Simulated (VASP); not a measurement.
Cu, 1 atom in the cell. Symmetry: I4/mmm, No. 139, tetragonal system. The conventional cell has a = 2.886 Å, b = 2.886 Å, c = 2.752 Å, α = 90.00°, β = 90.00°, γ = 90.00°. Within 3.2 Å of Cu (site symmetry 4/mmm) lie 14 Cu at 2.46 to 2.89 Å. 

| Item | Value |
| --- | --- |
| Program | VASP 6.6.1 |
| Task | relaxation of cell and atoms |
| Functional | RPBE |
| Dispersion | D3(BJ) |
| Potentials or basis | VASP PAW PBE potentials, release 64 (Cu) |
| Cutoff | 600 eV |
| k mesh | 13 × 13 × 13 |
| Occupations | fermi-dirac, width 0.05 eV |
| Spin | no spin polarisation |
| Dipole correction | no |
| Further INCAR settings | ALGO = Normal; EDIFF = 1e-06; IBRION = 2; EDIFFG = -0.01; NSW = 60; ISIF = 3 |

Potentials or basis: VASP PAW PBE potentials, release 64 (Cu).

The run is started by

```sh
$ cat potpaw_PBE.64/Cu/POTCAR > POTCAR
$ mpirun -np 1 vasp_std > vasp.out
```

Hardware: 1 thread of AMD EPYC 9R45 96-Core Processor (Zen 5) (shared host).

How long does it take, and how much memory?

Wall time 84 s on 1 thread of AMD EPYC 9R45 96-Core Processor (Zen 5) (shared host), peak memory 0.14 GiB. Counts: scf iterations 83, k points 196, ion steps 13.
